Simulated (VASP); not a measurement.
Here is a VASP 6.6.1 calculation.

File INCAR:

```
PREC = Accurate
ENCUT = 520
EDIFF = 1E-6
ISMEAR = 0
SIGMA = 0.15
LREAL = False
LASPH = True
NELM = 100
ALGO = Fast
ISIF = 2
LWAVE = False
LCHARG = False
GGA = PE
NBANDS = 12
```

File KPOINTS:

```
Automatic mesh
0
Gamma
  18 18 18
```

Contents of POSCAR:

```
Ta
1.0
   -1.7507551652      1.6594835689      1.8461754704
    1.7507551652     -1.6594835689      1.8461754704
    1.7507551652      1.6594835689     -1.8461754704
Ta
1
Direct
    0.0000000000      0.0000000000      0.0000000000
```

Potentials or basis: VASP PAW PBE potentials, release 64 (Ta_pv).

Command:

```bash
$ cat potpaw_PBE.64/Ta_pv/POTCAR > POTCAR
$ mpirun -np 1 vasp_std > vasp.out
```

Q: What does it give for the pressure?

A: -22.4 GPa.

Stress tensor (GPa, compression positive):
```
-22.06   0.00   0.00
  0.00 -20.12   0.00
  0.00   0.00 -25.17
```

Caveat: the cell differs from its parent crystal (normal strain along x +0.0550, normal strain along z +0.1125).
